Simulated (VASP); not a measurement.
# Si16C (a cell with a defect) in VASP: notebook

Si16C (a cell with a defect) is run at these levels: PBE; tasks: single point.

Program: VASP 6.6.1. These are calculated values, not measurements. Logs are shortened: lines on timing, memory, paths and dates and some standing lists are left out, and cuts for length are marked.

### 1 The cell of the first run

The cell holds a defect, 17 atoms: a = 7.679 Å, b = 7.679 Å, c = 7.679 Å, α = 60.00°, β = 60.00°, γ = 60.00°.

### 2 Single point, PBE, collinear spin, zero start

INCAR

```
ALGO = Normal
EDIFF = 1E-7
ENCUT = 520
GGA = PE
ISIF = 2
ISMEAR = -1
ISPIN = 2
LASPH = True
LCHARG = True
LELF = True
LORBIT = 11
LREAL = Auto
LVHAR = True
LWAVE = False
MAGMOM = 0 0 0 0 0 0 0 0 0 0 0 0 0 0 0 0 0
NBANDS = 52
NELM = 150
PREC = Accurate
SIGMA = 0.05
```

KPOINTS

```
k-points
0
Gamma
  2 2 2
```

POSCAR

```
Si16C
1.0
    0.0000000000      5.4300000000      5.4300000000
    5.4300000000      0.0000000000      5.4300000000
    5.4300000000      5.4300000000      0.0000000000
Si C
16 1
Direct
   -0.0555893186     -0.0048342541     -0.0340423573
    0.0787661142      0.0774401473      0.1634438306
   -0.0580570902      0.0511878453      0.5317771639
    0.1952670350      0.2223941068      0.4844014733
    0.0206261510      0.4562062615      0.0099079190
    0.1530662983      0.6356629834      0.0689226519
    0.0015745856      0.6028821363      0.4330662983
    0.1278545120      0.6513720074      0.6235635359
    0.4546316759     -0.0352578269      0.0611141805
    0.5242725599      0.1167219153      0.2133149171
    0.4945119705     -0.0830755064      0.5725782689
    0.5931031308      0.0771731123      0.6850552486
    0.5272559853      0.4641988950      0.0172007366
    0.6423848987      0.5953683241      0.1478729282
    0.4953683241      0.4435267035      0.5470994475
    0.6883241252      0.5215101289      0.6479742173
    0.9262799263      1.1822099448      0.6771270718
```

Potentials or basis: VASP PAW PBE potentials, release 64 (Si, C).

Run with:

```bash
> cat potpaw_PBE.64/Si/POTCAR potpaw_PBE.64/C/POTCAR > POTCAR
> mpirun -np 1 vasp_std > vasp.out
```

OUTCAR:

```text
EDIFF = 1E-7
   ENCUT = 520
   GGA = PE
   ISIF = 2
   ISMEAR = -1
   ISPIN = 2
   LASPH = True
   LORBIT = 11
   LREAL = Auto
   NELM = 150
   PREC = Accurate

 ion  position               nearest neighbor table
   1  0.944  0.995  0.966-  17 1.98   6 2.34   2 2.63  10 2.74
   2  0.079  0.077  0.163-   9 2.37   3 2.41   5 2.42   1 2.63
   3  0.942  0.051  0.532-  17 1.77  12 2.27   2 2.41   8 2.53   4 2.65
   4  0.195  0.222  0.484-  17 1.92  10 2.40  11 2.41   7 2.45   3 2.65
   5  0.021  0.456  0.010-   6 2.37  14 2.38   2 2.42   8 2.46
   6  0.153  0.636  0.069-   1 2.34   7 2.36   5 2.37  13 2.40
   7  0.002  0.603  0.433-  16 2.32   8 2.35   6 2.36   4 2.45
   8  0.128  0.651  0.624-   7 2.35  15 2.37   5 2.46   3 2.53
   9  0.455  0.965  0.061-  14 2.36  12 2.36   2 2.37  10 2.37
  10  0.524  0.117  0.213-  13 2.32  11 2.35   9 2.37   4 2.40   1 2.74
  11  0.495  0.917  0.573-  12 2.34  10 2.35   4 2.41  16 2.52
  12  0.593  0.077  0.685-   3 2.27  15 2.30  11 2.34   9 2.36
  13  0.527  0.464  0.017-  10 2.32  16 2.36  14 2.36   6 2.40
  14  0.642  0.595  0.148-   9 2.36  13 2.36   5 2.38  15 2.51
  15  0.495  0.444  0.547-  12 2.30   8 2.37  16 2.38  14 2.51
  16  0.688  0.522  0.648-  17 2.29   7 2.32  13 2.36  15 2.38  11 2.52
  17  0.926  0.182  0.677-   3 1.77   4 1.92   1 1.98  16 2.29

  LATTYP: Found a face centered cubic cell.
 ALAT       =    10.8600000000

  Lattice vectors:

 A1 = (   0.0000000000,   5.4300000000,   5.4300000000)
 A2 = (   5.4300000000,   0.0000000000,   5.4300000000)
 A3 = (   5.4300000000,   5.4300000000,   0.0000000000)

Analysis of symmetry for initial positions (statically):
=====================================================================
 Subroutine PRICEL returns:
 Original cell was already a primitive cell.

 Routine SETGRP: Setting up the symmetry group for a
 face centered cubic supercell.

 Subroutine GETGRP returns: Found  1 space group operations
 (whereof  1 operations were pure point group operations)
 out of a pool of 48 trial point group operations.

The static configuration has the point symmetry C_1 .

Analysis of symmetry for dynamics (positions and initial velocities):
=====================================================================
 Subroutine PRICEL returns:
 Original cell was already a primitive cell.

 Routine SETGRP: Setting up the symmetry group for a
 face centered cubic supercell.

 Subroutine GETGRP returns: Found  1 space group operations
 (whereof  1 operations were pure point group operations)
 out of a pool of 48 trial point group operations.

The dynamic configuration has the point symmetry C_1 .

Analysis of structural, dynamic, and magnetic symmetry:
=====================================================================
 Subroutine PRICEL returns:
 Original cell was already a primitive cell.

 Routine SETGRP: Setting up the symmetry group for a
 face centered cubic supercell.

 Subroutine GETGRP returns: Found  1 space group operations
 (whereof  1 operations were pure point group operations)
 out of a pool of 48 trial point group operations.

The overall configuration has the point symmetry C_1 .

 Subroutine INISYM returns: Found  1 space group operations
 (whereof  1 operations are pure point group operations),
 and found     1 'primitive' translations

----------------------------------------------------------------------------------------

                                     Primitive cell

  volume of cell :     320.2060

  direct lattice vectors                    reciprocal lattice vectors
     0.000000000  5.430000000  5.430000000    -0.092081031  0.092081031  0.092081031
     5.430000000  0.000000000  5.430000000     0.092081031 -0.092081031  0.092081031
     5.430000000  5.430000000  0.000000000     0.092081031  0.092081031 -0.092081031

  length of vectors
     7.679179644  7.679179644  7.679179644     0.159489025  0.159489025  0.159489025

  position of ions in fractional coordinates (direct lattice)
     0.944410681  0.995165746  0.965957643
     0.078766114  0.077440147  0.163443831
     0.941942910  0.051187845  0.531777164
     0.195267035  0.222394107  0.484401473
     0.020626151  0.456206262  0.009907919
     0.153066298  0.635662983  0.068922652
[... 73 lines left out ...]
   ions per type =              16   1
   NGX,Y,Z   is equivalent  to a cutoff of  12.99, 12.99, 12.99 a.u.
   NGXF,Y,Z  is equivalent  to a cutoff of  25.98, 25.98, 25.98 a.u.
 SYSTEM =  unknown system
   PREC   = accura    normal or accurate (medium, high low for compatibility)
   ISTART =      0    job   : 0-new  1-cont  2-samecut
   ICHARG =      2    charge: 1-file 2-atom 10-const
   ISPIN  =      2    spin polarized calculation?
   LNONCOLLINEAR =      F non collinear calculations
   LSORBIT =      F    spin-orbit coupling
   LASPH  =      T    aspherical Exc in radial PAW
   ENCUT  =  520.0 eV  38.22 Ry    6.18 a.u.  14.28 14.28 14.28*2*pi/ulx,y,z
   NELM   =    150;   NELMIN=  2; NELMDL= -5     # of ELM steps
   EDIFF  = 0.1E-06   stopping-criterion for ELM
   LREAL  =      T    real-space projection
   EDIFFG = 0.1E-05   stopping-criterion for IOM
   NSW    =      0    number of steps for IOM
   IBRION =     -1    ionic relax: 0-MD 1-quasi-New 2-CG
   NFREE  =      0    steps in history (QN), initial steepest desc. (CG)
   ISIF   =      2    stress and relaxation
   ISYM   =      2    0-nonsym 1-usesym 2-fastsym
   POTIM  = 0.5000    time-step for ionic-motion
   TEBEG  =    0.0;   TEEND  =   0.0 temperature during run
   PSTRESS=    0.0 pullay stress
   NELECT =      68.0000    total number of electrons
   NUPDOWN=      -1.0000    fix difference up-down
   EMIN   =  10.00;   EMAX   =-10.00  energy-range for DOS
   EFERMI =   0.00;   METHOD = LEGACY
   ISMEAR =    -1;   SIGMA  =   0.05  broadening in eV -4-tet -1-fermi 0-gaus
   EFERMI_NEDOS =   21; number of points for ismear=-14 and -15
   IALGO  =     38    algorithm
   IMIX   =      4    mixing-type and parameters
     AMIX     =   0.40;   BMIX     =  1.00
     AMIX_MAG =   1.60;   BMIX_MAG =  1.00
  volume/ion in A,a.u.               =      18.84       127.11
  Fermi-wavevector in a.u.,A,eV,Ry     =   0.976715  1.845724 12.979587  0.953973
  Thomas-Fermi vector in A             =   2.107356
   LORBIT       =     11    0 simple, 1 ext, 2 COOP (PROOUT), +10 PAW based schemes
   GGA     = PE    functional components
   LHFCALC =     F    Hartree Fock is set to
   AEXX    =    0.0000 exact exchange contribution
   IVDW    =     0    specifies the selected vdW correction
   LEPSILON=     F    determine dielectric tensor
   LRPA    =     F    only Hartree local field effects (RPA)
 spin polarized calculation
  energy-cutoff  :      520.00
  volume of cell :      320.21
 maximum number of plane-waves:      8646
 NGX is ok and might be reduce to    60
   NGX = 29   NGY = 29   NGZ = 29

 number of electron      68.0000000 magnetization      -0.0000021

 number of electron      68.0000000 magnetization       0.0000005

 Free energy of the ion-electron system (eV)
  ---------------------------------------------------
  ext. energy  EPLUGINS =         0.00000000
  ---------------------------------------------------
  free energy    TOTEN  =       -89.37833099 eV

  energy without entropy =      -89.34547566  energy(sigma->0) =      -89.36190333

 E-fermi :   5.9231     XC(G=0):  -9.6397

 val. band max:        5.8966962147   @ k =   0.0000   0.0000   0.0000
 cond. band min:       6.1519535617   @ k =   0.0000   0.0000   0.0000
 fundamental gap:      0.2552573470
 Fermi energy:         5.9231400629

 spin component 1

 k-point     1 :       0.0000    0.0000    0.0000
  band No.  band energies     occupation
      1      -7.2975      1.00000
      2      -5.2041      1.00000
      3      -3.8897      1.00000
      4      -3.7402      1.00000
      5      -3.4787      1.00000
      6      -3.0960      1.00000
[... 381 lines left out ...]
     45       9.7820      0.00000
     46      10.0773      0.00000
 Fermi energy:         5.9231400629

 spin component 2

 k-point     1 :       0.0000    0.0000    0.0000
  band No.  band energies     occupation
      1      -7.2975      1.00000
      2      -5.2041      1.00000
      3      -3.8897      1.00000
      4      -3.7402      1.00000
      5      -3.4787      1.00000
      6      -3.0960      1.00000
[... 381 lines left out ...]
     45       9.7820      0.00000
     46      10.0773      0.00000
 [bands above 46 left out]

------------------------ aborting loop because EDIFF is reached ----------------------------------------

  FORCE on cell =-STRESS in cart. coord.  units (eV):
  Direction    XX          YY          ZZ          XY          YZ          ZX
  --------------------------------------------------------------------------------------
  -------------------------------------------------------------------------------------
  Total       -1.0731249     -2.1049538      3.4253155      0.6855572      2.9690563      1.7386069
  in kB       -5.3694693    -10.5323107     17.1388499      3.4302424     14.8559195      8.6992638
  external PRESSURE =       0.4123566 kB  Pullay stress =       0.0000000 kB

 VOLUME and BASIS-vectors are now :
 -----------------------------------------------------------------------------
  energy-cutoff  :      520.00
  volume of cell :      320.21
      direct lattice vectors                 reciprocal lattice vectors
     0.000000000  5.430000000  5.430000000    -0.092081031  0.092081031  0.092081031
     5.430000000  0.000000000  5.430000000     0.092081031 -0.092081031  0.092081031
     5.430000000  5.430000000  0.000000000     0.092081031  0.092081031 -0.092081031

 POSITION                                       TOTAL-FORCE (eV/Angst)
 -----------------------------------------------------------------------------------
     10.64890     10.37330     10.53190         0.836339     -0.780832      1.060869
      1.30800      1.31520      0.84820        -0.075787     -0.878718      0.263233
      3.16550      8.00230      5.39270        -2.596440      0.449809     -1.252280
      3.83790      3.69060      2.26790         1.345996      0.526554     -0.818293
      2.53100      0.16580      2.58920        -0.075598     -0.686139      0.246875
      3.82590      1.20540      4.28280        -0.051128     -0.066330     -0.230065
[... 9 lines left out ...]
      6.35030      7.25610      6.56940        -0.602829      0.264432     -0.960382
      4.66620      8.70650      6.01910         1.675550      1.653644      0.746260
 -----------------------------------------------------------------------------------
    total drift:                               -0.005277      0.007377      0.007372

  FREE ENERGIE OF THE ION-ELECTRON SYSTEM (eV)
  ---------------------------------------------------
  free  energy   TOTEN  =       -89.3783309916 eV

  energy  without entropy=      -89.3454756584  energy(sigma->0) =      -89.36190333

 total charge

# of ion       s       p       d       tot
------------------------------------------
    1        0.791   0.770   0.000   1.561
    2        0.769   0.847   0.000   1.616
    3        0.750   0.943   0.000   1.692
    4        0.790   0.839   0.000   1.629
    5        0.752   0.900   0.000   1.652
    6        0.759   0.900   0.000   1.658
[... 9 lines left out ...]
   16        0.745   0.876   0.000   1.621
   17        0.885   1.536   0.000   2.421
--------------------------------------------------
tot         13.094  15.765   0.000  28.859

 magnetization (x)

# of ion       s       p       d       tot
------------------------------------------
    1       -0.000   0.000   0.000  -0.000
    2       -0.000  -0.000   0.000  -0.000
    3        0.000  -0.000   0.000   0.000
    4        0.000   0.000   0.000   0.000
    5       -0.000  -0.000   0.000  -0.000
    6        0.000   0.000   0.000   0.000
[... 9 lines left out ...]
   16       -0.000  -0.000   0.000  -0.000
   17       -0.000   0.000   0.000   0.000
--------------------------------------------------
tot         -0.000   0.000   0.000  -0.000
```

Wall time 12 min (1 thread of Intel Xeon 6975P-C, shared host); peak memory 0.71 GiB.

What came out:

- Free energy: -89.3783 eV
- Pressure: 0.0 GPa
- Largest force: 2.918 eV/Å
- Band gap on the k mesh: zero (filled and empty bands overlap)
- Net moment: 0.00 μB per cell
- Valence electrons inside the program's atomic spheres: Si 1.56, 1.62, 1.69, 1.63, 1.65, 1.66, 1.67, 1.71; C 2.42

Forces on the atoms (eV/Å):
```
Si   0.836 -0.781  1.061
Si  -0.076 -0.879  0.263
Si  -2.596  0.450 -1.252
Si   1.346  0.527 -0.818
Si  -0.076 -0.686  0.247
Si  -0.051 -0.066 -0.230
Si  -0.414  0.559  0.564
Si   0.546  0.217 -0.168
Si  -0.107  0.160  0.150
Si  -1.484  0.506  0.547
Si   0.254 -0.344 -0.084
Si   0.055 -0.674 -0.870
Si   0.354 -0.394  0.364
Si   0.282  0.567 -0.861
Si   0.059 -1.082  1.301
Si  -0.603  0.264 -0.960
C    1.676  1.654  0.746
```

Stress tensor (GPa, compression positive):
```
-0.54  0.34  0.87
 0.34 -1.05  1.49
 0.87  1.49  1.71
```

Caveat: the k points lie up to 0.50 Å⁻¹ apart.

[end of part 1 of 2]
